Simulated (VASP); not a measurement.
The system is Nb3Pd.

```
Nb Pd
1.0
     1.67837   -2.17125    0.00000
     1.67837    2.17125    0.00000
     0.00000    0.00000    8.93230
Nb Pd
3 1
Direct
  0.50000 0.50000 0.76003
  0.00000 0.00000 0.50000
  0.50000 0.50000 0.23997
  0.00000 0.00000 0.00000
```

Base run:

* Program: VASP 6.6.1
* Functional: LDA
* Potentials or basis: VASP PAW LDA potentials, release 64 (Nb_sv, Pd)
* Cutoff: 520 eV
* k mesh: 8 × 8 × 3
* Occupations: methfessel-paxton, width 0.1 eV
* Spin: no spin polarisation

Its results: band gap on the k mesh zero (an odd number of electrons rules out a gap without spin polarisation); pressure -0.1 GPa; largest force 0.005 eV/Å.

Question: The run is repeated on the same cell with these changes: k mesh from 8 × 8 × 3 to 11 × 11 × 4. What comes out?

Answer: Band gap on the k mesh zero (an odd number of electrons rules out a gap without spin polarisation); pressure 0.5 GPa; largest force 0.007 eV/Å.
